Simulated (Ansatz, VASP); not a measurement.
## Ir: VASP beside Ansatz

INCAR

```
PREC = Accurate
ENCUT = 560
EDIFF = 1E-6
ISMEAR = 0
SIGMA = 0.15
LREAL = False
LASPH = True
NELM = 120
ALGO = Normal
ISIF = 2
LWAVE = False
LCHARG = True
GGA = CA
LELF = True
LVHAR = True
NBANDS = 14
GGA_COMPAT = False
```

File KPOINTS:

```
Automatic mesh
0
Gamma
  22 22 22
```

Contents of POSCAR:

```
Ir
1.0
    0.0119981250      1.9197000000      1.9197000000
    1.9197000000      0.0119981250      1.9197000000
    1.9316981250      1.9316981250      0.0000000000
Ir
1
Direct
    0.0000000000      0.0000000000      0.0000000000
```

Input for Ansatz:

```yaml
crystal:
  lattice:
    - [0.011998125, 1.9197, 1.9197]
    - [1.9197, 0.011998125, 1.9197]
    - [1.931698125, 1.931698125, 0.0]
  atoms:
    - { symbol: Ir, position: [0.0, 0.0, 0.0] }
basis:
  ecutwfc: 420
kpoints:
  mp_grid: { grid: [22, 22, 22] }
hamiltonian:
  xc: lda
scf:
  occupations: { method: gaussian, width: 0.15 }
output:
  forces: true
  stress: true
  eigenvalues: true
```

Change from the starting cell: strain +0.0125 x Voigt [0, 0, 0, 0, 0, 1], atoms carried along.

Alike in both runs: task single point; functional LDA; k mesh 22 × 22 × 22; occupations gaussian, width 0.15 eV; no spin polarisation.

```csv
,VASP,Ansatz
version,VASP 6.6.1,Ansatz 0.2.0
potentials or method,"VASP PAW LDA potentials, release 64 (Ir_sv_GW), cutoff 560 eV","scalar-relativistic, plane waves, PAW"
valence electrons in the cell,17,17
```

VASP gave:

* gap on the k mesh at the Fermi level (eV): none
* pressure (GPa): -8.7
* traceless stress, the component that is largest in VASP (GPa): -3.35

Question: What did Ansatz give for the same quantities?

Answer: gap on the k mesh at the Fermi level (eV): none; pressure (GPa): -8.3; traceless stress, the component that is largest in VASP (GPa): -3.33.

LDA's correlation is that of Perdew and Zunger in VASP and of Perdew and Wang (1992) in Ansatz. A gap of «none» marks a metal or a gap that the smearing closes.

Spin-orbit coupling is off throughout.
